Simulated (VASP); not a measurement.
# Mn (P6_3/mmc) in VASP: further runs

Runs on Mn. Level: PBEsol. Tasks: single point, relaxation of cell and atoms.

Program: VASP 6.6.1. These are calculated values, not measurements. Logs are shortened: lines on timing, memory, paths and dates and some standing lists are left out, and cuts for length are marked.

### 1 The cell of the first run

The structure is hexagonal, space group P6_3/mmc (No. 194). The conventional cell has a = 2.451 Å, b = 2.451 Å, c = 3.965 Å, α = 90.00°, β = 90.00°, γ = 120.00°. Mn (site symmetry -6m2) has 12 Mn at 2.44 to 2.45 Å within 3.2 Å.

This isn't the form of Mn at room conditions, which is a 58-atom cubic cell.

### 2 Single point, PBEsol, collinear spin, antiferromagnetic start (10.32 Å³/atom)

INCAR reads:

```
PREC = Accurate
ENCUT = 520
EDIFF = 1E-6
ISMEAR = -1
SIGMA = 0.05
LREAL = F
LASPH = T
NELM = 150
ALGO = Normal
ISIF = 2
LWAVE = F
LCHARG = T
ISPIN = 2
MAGMOM = 3 -3
LORBIT = 11
LMAXMIX = 4
GGA = PS
LELF = T
LVHAR = T
NBANDS = 24
```

KPOINTS reads:

```
Automatic mesh
0
Gamma
  17 17 9
```

POSCAR reads:

```
Mn
1.0
    2.4514721340      0.0000000000      0.0000000000
   -1.2257360670      2.1230371448      0.0000000000
    0.0000000000      0.0000000000      3.9652431918
Mn
2
Direct
    0.3333333333      0.6666666667      0.2500000000
    0.6666666667      0.3333333333      0.7500000000
```

Potentials or basis: VASP PAW PBE potentials, release 64 (Mn_pv).

On the command line:

```console
$ cat potpaw_PBE.64/Mn_pv/POTCAR > POTCAR
$ mpirun -np 1 vasp_std > vasp.out
```

OUTCAR:

```text
PREC = Accurate
   ENCUT = 520
   EDIFF = 1E-6
   ISMEAR = -1
   LREAL = F
   LASPH = T
   NELM = 150
   ISIF = 2
   ISPIN = 2
   LORBIT = 11
   GGA = PS

 ion  position               nearest neighbor table
   1  0.333  0.667  0.250-   2 2.44   2 2.44   2 2.44   2 2.44   2 2.44   2 2.44
   2  0.667  0.333  0.750-   1 2.44   1 2.44   1 2.44   1 2.44   1 2.44   1 2.44

  LATTYP: Found a hexagonal cell.
 ALAT       =     2.4514721340
 C/A-ratio  =     1.6174947032

  Lattice vectors:

 A1 = (   2.4514721340,   0.0000000000,   0.0000000000)
 A2 = (  -1.2257360670,   2.1230371448,   0.0000000000)
 A3 = (   0.0000000000,   0.0000000000,   3.9652431918)

Analysis of symmetry for initial positions (statically):
=====================================================================
 Subroutine PRICEL returns:
 Original cell was already a primitive cell.

 Routine SETGRP: Setting up the symmetry group for a
 hexagonal supercell.

 Subroutine GETGRP returns: Found 24 space group operations
 (whereof 12 operations were pure point group operations)
 out of a pool of 24 trial point group operations.

The static configuration has the point symmetry D_3d.
 The point group associated with its full space group is D_6h.

Analysis of symmetry for dynamics (positions and initial velocities):
=====================================================================
 Subroutine PRICEL returns:
 Original cell was already a primitive cell.

 Routine SETGRP: Setting up the symmetry group for a
 hexagonal supercell.

 Subroutine GETGRP returns: Found 24 space group operations
 (whereof 12 operations were pure point group operations)
 out of a pool of 24 trial point group operations.

The dynamic configuration has the point symmetry D_3d.
 The point group associated with its full space group is D_6h.

Analysis of structural, dynamic, and magnetic symmetry:
=====================================================================
 Subroutine PRICEL returns:
 Original cell was already a primitive cell.

 Routine SETGRP: Setting up the symmetry group for a
 hexagonal supercell.

 Subroutine GETGRP returns: Found 24 space group operations
 (whereof 12 operations were pure point group operations)
 out of a pool of 24 trial point group operations.

The overall configuration has the point symmetry D_3d.
 The point group associated with its full space group is D_6h.

 Subroutine INISYM returns: Found 24 space group operations
 (whereof 12 operations are pure point group operations),
 and found     1 'primitive' translations

----------------------------------------------------------------------------------------

                                     Primitive cell

  volume of cell :      20.6374

  direct lattice vectors                    reciprocal lattice vectors
     2.451472134  0.000000000  0.000000000     0.407918159  0.235511659  0.000000000
    -1.225736067  2.123037145  0.000000000     0.000000000  0.471023318  0.000000000
     0.000000000  0.000000000  3.965243192     0.000000000  0.000000000  0.252191342

  length of vectors
     2.451472134  2.451472134  3.965243192     0.471023318  0.471023318  0.252191342

  position of ions in fractional coordinates (direct lattice)
     0.333333333  0.666666667  0.250000000
     0.666666667  0.333333333  0.750000000

  ion indices of the primitive-cell ions
   primitive index   ion index
                 1           1
                 2           2

----------------------------------------------------------------------------------------

 KPOINTS: Automatic mesh

Automatic generation of k-mesh.
 Grid dimensions read from file:
 generate k-points for:   17   17    9

 Generating k-lattice:

  Cartesian coordinates                     Fractional coordinates (reciprocal lattice)
     0.023995186  0.013853627  0.000000000     0.058823529  0.000000000  0.000000000
     0.000000000  0.027707254  0.000000000     0.000000000  0.058823529  0.000000000
     0.000000000  0.000000000  0.028021260     0.000000000  0.000000000  0.111111111

  Length of vectors
     0.027707254  0.027707254  0.028021260

  Shift w.r.t. Gamma in fractional coordinates (k-lattice)
     0.000000000  0.000000000  0.000000000

 Subroutine IBZKPT returns following result:
 ===========================================

 Found    165 irreducible k-points:

 Following reciprocal coordinates:
            Coordinates               Weight
  0.000000  0.000000  0.000000      1.000000
  0.058824  0.000000  0.000000      6.000000
  0.117647  0.000000  0.000000      6.000000
  0.176471  0.000000  0.000000      6.000000
  0.235294  0.000000  0.000000      6.000000
  0.294118  0.000000  0.000000      6.000000
[... 16 lines left out ...]
  0.411765  0.117647  0.000000     12.000000
  0.176471  0.176471  0.000000      6.000000
 [... further k-points ...]
   k-points           NKPTS =    165   k-points in BZ     NKDIM =    165   number of bands    NBANDS=     24
   number of dos      NEDOS =    301   number of ions     NIONS =      2
   total plane-waves  NPLWV =   9720
   dimension x,y,z NGX =    18 NGY =   18 NGZ =   30
   dimension x,y,z NGXF=    36 NGYF=   36 NGZF=   60
   ions per type =               2
   NGX,Y,Z   is equivalent  to a cutoff of  12.21, 12.21, 12.58 a.u.
   NGXF,Y,Z  is equivalent  to a cutoff of  24.41, 24.41, 25.16 a.u.
 SYSTEM =  unknown system
   PREC   = accura    normal or accurate (medium, high low for compatibility)
   ISTART =      0    job   : 0-new  1-cont  2-samecut
   ICHARG =      2    charge: 1-file 2-atom 10-const
   ISPIN  =      2    spin polarized calculation?
   LNONCOLLINEAR =      F non collinear calculations
   LSORBIT =      F    spin-orbit coupling
   LASPH  =      T    aspherical Exc in radial PAW
   ENCUT  =  520.0 eV  38.22 Ry    6.18 a.u.   4.56  4.56  7.37*2*pi/ulx,y,z
   NELM   =    150;   NELMIN=  2; NELMDL= -5     # of ELM steps
   EDIFF  = 0.1E-05   stopping-criterion for ELM
   LREAL  =      F    real-space projection
   EDIFFG = 0.1E-04   stopping-criterion for IOM
   NSW    =      0    number of steps for IOM
   IBRION =     -1    ionic relax: 0-MD 1-quasi-New 2-CG
   NFREE  =      0    steps in history (QN), initial steepest desc. (CG)
   ISIF   =      2    stress and relaxation
   ISYM   =      2    0-nonsym 1-usesym 2-fastsym
   POTIM  = 0.5000    time-step for ionic-motion
   TEBEG  =    0.0;   TEEND  =   0.0 temperature during run
   PSTRESS=    0.0 pullay stress
   NELECT =      26.0000    total number of electrons
   NUPDOWN=      -1.0000    fix difference up-down
   EMIN   =  10.00;   EMAX   =-10.00  energy-range for DOS
   EFERMI =   0.00;   METHOD = LEGACY
   ISMEAR =    -1;   SIGMA  =   0.05  broadening in eV -4-tet -1-fermi 0-gaus
   EFERMI_NEDOS =   21; number of points for ismear=-14 and -15
   IALGO  =     38    algorithm
   IMIX   =      4    mixing-type and parameters
     AMIX     =   0.40;   BMIX     =  1.00
     AMIX_MAG =   1.60;   BMIX_MAG =  1.00
  volume/ion in A,a.u.               =      10.32        69.63
  Fermi-wavevector in a.u.,A,eV,Ry     =   1.768131  3.341283 42.535729  3.126288
  Thomas-Fermi vector in A             =   2.835379
   LORBIT       =     11    0 simple, 1 ext, 2 COOP (PROOUT), +10 PAW based schemes
   GGA     = PS    functional components
   LHFCALC =     F    Hartree Fock is set to
   AEXX    =    0.0000 exact exchange contribution
   IVDW    =     0    specifies the selected vdW correction
   LEPSILON=     F    determine dielectric tensor
   LRPA    =     F    only Hartree local field effects (RPA)
 spin polarized calculation
  energy-cutoff  :      520.00
  volume of cell :       20.64
 maximum number of plane-waves:       574
   NGX =  9   NGY =  9   NGZ = 15

 number of electron      26.0000021 magnetization      -0.0000000

 number of electron      26.0000021 magnetization       0.0000000

 Free energy of the ion-electron system (eV)
  ---------------------------------------------------
  ext. energy  EPLUGINS =         0.00000000
  ---------------------------------------------------
  free energy    TOTEN  =       -19.42693808 eV

  energy without entropy =      -19.40591935  energy(sigma->0) =      -19.41642872

 E-fermi :  10.7749     XC(G=0): -14.4375

 val. band max:       10.7716181375   @ k =   0.1176   0.1176   0.0000
 cond. band min:      10.7832933409   @ k =   0.4706   0.0588   0.3333
 fundamental gap:      0.0116752034
 Fermi energy:        10.7748850687

 spin component 1

 k-point     1 :       0.0000    0.0000    0.0000
  band No.  band energies     occupation
      1     -37.4129      1.00000
      2     -36.6510      1.00000
      3     -36.6510      1.00000
      4     -36.5313      1.00000
      5     -36.5313      1.00000
      6     -36.5174      1.00000
[... 16 lines left out ...]
     23      37.9097      0.00000
     24      37.9097      0.00000
[... 598 lines left out ...]
      2     -37.0142      1.00000
      3     -37.0097      1.00000
      4     -36.7746      1.00000
      5     -36.6575      1.00000
      6     -36.6215      1.00000
[... 16 lines left out ...]
     23      33.0464      0.00000
     24      34.5634      0.00000

 [... further k-points ...]

 spin component 2

 k-point     1 :       0.0000    0.0000    0.0000
  band No.  band energies     occupation
      1     -37.4129      1.00000
      2     -36.6510      1.00000
      3     -36.6510      1.00000
      4     -36.5313      1.00000
      5     -36.5313      1.00000
      6     -36.5174      1.00000
[... 16 lines left out ...]
     23      37.9097      0.00000
     24      37.9097      0.00000
[... 598 lines left out ...]
      2     -37.0142      1.00000
      3     -37.0097      1.00000
      4     -36.7746      1.00000
      5     -36.6575      1.00000
      6     -36.6215      1.00000
[... 16 lines left out ...]
     23      33.0464      0.00000
     24      34.5634      0.00000

 [... further k-points ...]

------------------------ aborting loop because EDIFF is reached ----------------------------------------

  FORCE on cell =-STRESS in cart. coord.  units (eV):
  Direction    XX          YY          ZZ          XY          YZ          ZX
  --------------------------------------------------------------------------------------
  -------------------------------------------------------------------------------------
  Total        0.0096038      0.0096038     -0.0338344      0.0000000      0.0000000      0.0000000
  in kB        0.7455878      0.7455878     -2.6267249      0.0000000      0.0000000      0.0000000
  external PRESSURE =      -0.3785164 kB  Pullay stress =       0.0000000 kB

 VOLUME and BASIS-vectors are now :
 -----------------------------------------------------------------------------
  energy-cutoff  :      520.00
  volume of cell :       20.64
      direct lattice vectors                 reciprocal lattice vectors
     2.451472134  0.000000000  0.000000000     0.407918159  0.235511659  0.000000000
    -1.225736067  2.123037145  0.000000000     0.000000000  0.471023318  0.000000000
     0.000000000  0.000000000  3.965243192     0.000000000  0.000000000  0.252191342

 POSITION                                       TOTAL-FORCE (eV/Angst)
 -----------------------------------------------------------------------------------
     -0.00000      1.41536      0.99131         0.000000     -0.000000      0.000000
      1.22574      0.70768      2.97393        -0.000000      0.000000      0.000000
 -----------------------------------------------------------------------------------
    total drift:                               -0.000000      0.000000     -0.000000

  FREE ENERGIE OF THE ION-ELECTRON SYSTEM (eV)
  ---------------------------------------------------
  free  energy   TOTEN  =       -19.4269380805 eV

  energy  without entropy=      -19.4059193522  energy(sigma->0) =      -19.41642872

 total charge

# of ion       s       p       d       tot
------------------------------------------
    1        0.446   6.432   5.199  12.077
    2        0.446   6.432   5.199  12.077
--------------------------------------------------
tot          0.892  12.864  10.398  24.154

 magnetization (x)

# of ion       s       p       d       tot
------------------------------------------
    1       -0.000  -0.000  -0.000  -0.000
    2        0.000   0.000   0.000   0.000
--------------------------------------------------
tot          0.000   0.000   0.000   0.000
```

It took 6.3 min on 1 thread of Intel Xeon 8259CL, shared host; peak memory 0.22 GiB.

Results:

| Item | Value |
| --- | --- |
| Free energy | -19.4269 eV |
| Pressure | 0.0 GPa |
| Band gap on the k mesh | zero (filled and empty bands overlap) |
| Net moment | 0.00 μB per cell |
| Valence electrons inside the program's atomic spheres | Mn 12.08 |

Levels at points of the mesh, in eV from the Fermi level:
Spin up:
```
           k point  band 10  band 11  band 12  band 13  band 14  band 15  band 16  band 17
(0.00, 0.00, 0.00)    -1.01    -1.01    -0.50    -0.50     0.05     0.05     0.81     1.71
```
Spin down:
| k point | band 10 | band 11 | band 12 | band 13 | band 14 | band 15 | band 16 | band 17 |
| --- | --- | --- | --- | --- | --- | --- | --- | --- |
| (0.00, 0.00, 0.00) | -1.01 | -1.01 | -0.50 | -0.50 | 0.05 | 0.05 | 0.81 | 1.71 |

Caveat: the PAW data sets were made with another functional, which shifts forces and pressure a little.

### 3 Relaxation of cell and atoms, PBEsol, collinear spin, ferromagnetic start

This run uses another cell than the first one, of 11.75 Å³/atom.

INCAR reads:

```
SYSTEM = Mn
ALGO     = Normal         ! electronic algorithm
EDIFF    = 1E-6           ! SCF threshold, eV
EDIFFG   = -0.01          ! ionic threshold
ENCUT    = 600            ! plane-wave cutoff, eV
GGA      = PS             ! functional
IBRION   = 2              ! ionic algorithm
ISIF     = 3              ! what is computed and relaxed
ISMEAR   = -1             ! smearing method
ISPIN    = 2              ! spin polarisation
LASPH    = .TRUE.         ! aspherical terms in the spheres
LCHARG   = .FALSE.        ! write CHGCAR
LMAXMIX  = 4              ! l up to which the mixer works
LORBIT   = 11             ! projections on sites
LREAL    = .FALSE.        ! projectors in reciprocal space
LWAVE    = .FALSE.        ! write WAVECAR
MAGMOM   = 3 3            ! initial moments
NELM     = 150            ! most SCF steps
NSW      = 80             ! ionic steps
PREC     = Accurate       ! precision mode
SIGMA    = 0.05           ! smearing width, eV
```

KPOINTS reads:

```
k-points
0
G
  14 14 8
  0 0 0
```

POSCAR reads:

```
Mn
1.0
    2.5517868831      0.0000000000      0.0000000000
   -1.2758934415      2.2099122658      0.0000000000
    0.0000000000      0.0000000000      4.1670679801
Mn
2
Direct
    0.3333333333      0.6666666667      0.2500000000
    0.6666666667      0.3333333333      0.7500000000
```

Potentials or basis: VASP PAW PBE potentials, release 64 (Mn_pv).

On the command line:

```console
$ cat potpaw_PBE.64/Mn_pv/POTCAR > POTCAR
$ mpirun -np 1 vasp_std > vasp.out
```

Wall time 4.3 min (1 thread of Intel Xeon 6975P-C (Granite Rapids), shared host); peak memory 0.23 GiB.

The run converged. Its results:

| Quantity | Value |
| --- | --- |
| Free energy | -19.4306 eV |
| Relaxed volume | 10.31 Å³/atom |
| Relaxed cell | a = 2.451 Å, b = 2.451 Å, c = 3.963 Å, α = 90.00°, β = 90.00°, γ = 120.00° |
| Space group after relaxing (to 0.1 Å) | P6_3/mmc (No. 194) |
| Energy gained by relaxing | 153.6 meV/atom |
| Ionic steps | 9 |
| Pressure after relaxing | 0.0 GPa |
| Band gap on the k mesh | zero (filled and empty bands overlap) |
| Net moment | 0.00 μB per cell |
| Valence electrons inside the program's atomic spheres | Mn 12.08 |

Step by step:
| step | energy change (eV) | largest force (eV/Å) | pressure (GPa) | volume (Å³) |
| --- | --- | --- | --- | --- |
| 1 | 0.0000 | 0.0000 | -30.28 | 23.50 |
| 2 | 0.7359 | 0.0000 | 103.74 | 16.73 |
| 3 | -0.3054 | 0.0000 | -2.41 | 20.79 |
| 4 | -0.3066 | 0.0000 | -0.57 | 20.66 |
| 5 | -0.3067 | 0.0000 | 0.17 | 20.61 |
| 6 | -0.3073 | 0.0000 | 0.22 | 20.61 |
| 7 | -0.3073 | 0.0000 | 0.24 | 20.61 |
| 8 | -0.3072 | 0.0000 | -0.30 | 20.65 |
| 9 | -0.3073 | 0.0000 | -0.02 | 20.62 |

Final structure:
```
Mn
1.0
     2.45112    0.00000    0.00000
    -1.22556    2.12273    0.00000
     0.00000    0.00000    3.96335
Mn
2
Direct
  0.33333 0.66667 0.25000
  0.66667 0.33333 0.75000
```

Levels at points of the mesh, in eV from the Fermi level:
Spin up:
```
           k point  band 9  band 10  band 11  band 12  band 13  band 14  band 15  band 16  band 17  band 18
(0.00, 0.00, 0.00)   -1.01    -1.00    -1.00    -0.50    -0.50     0.05     0.05     0.81     1.72     1.72
(0.50, 0.00, 0.00)   -3.89    -1.37    -1.23    -0.97    -0.42     1.94     2.10     2.17     3.80     5.99
(0.00, 0.00, 0.50)   -1.60    -1.60    -1.09    -1.09    -1.09    -1.09     1.27     1.27     1.27     1.27
(0.50, 0.00, 0.50)   -2.79    -2.79     0.20     0.20     0.92     0.92     2.08     2.08     3.36     3.36
```
Spin down:
| k point | band 9 | band 10 | band 11 | band 12 | band 13 | band 14 | band 15 | band 16 | band 17 | band 18 |
| --- | --- | --- | --- | --- | --- | --- | --- | --- | --- | --- |
| (0.00, 0.00, 0.00) | -1.01 | -1.00 | -1.00 | -0.50 | -0.50 | 0.05 | 0.05 | 0.81 | 1.72 | 1.72 |
| (0.50, 0.00, 0.00) | -3.89 | -1.37 | -1.23 | -0.97 | -0.42 | 1.94 | 2.10 | 2.17 | 3.80 | 5.99 |
| (0.00, 0.00, 0.50) | -1.60 | -1.60 | -1.09 | -1.09 | -1.09 | -1.09 | 1.27 | 1.27 | 1.27 | 1.27 |
| (0.50, 0.00, 0.50) | -2.79 | -2.79 | 0.20 | 0.20 | 0.92 | 0.92 | 2.08 | 2.08 | 3.36 | 3.36 |

Caveat: the PAW data sets were made with another functional, which shifts forces and pressure a little.
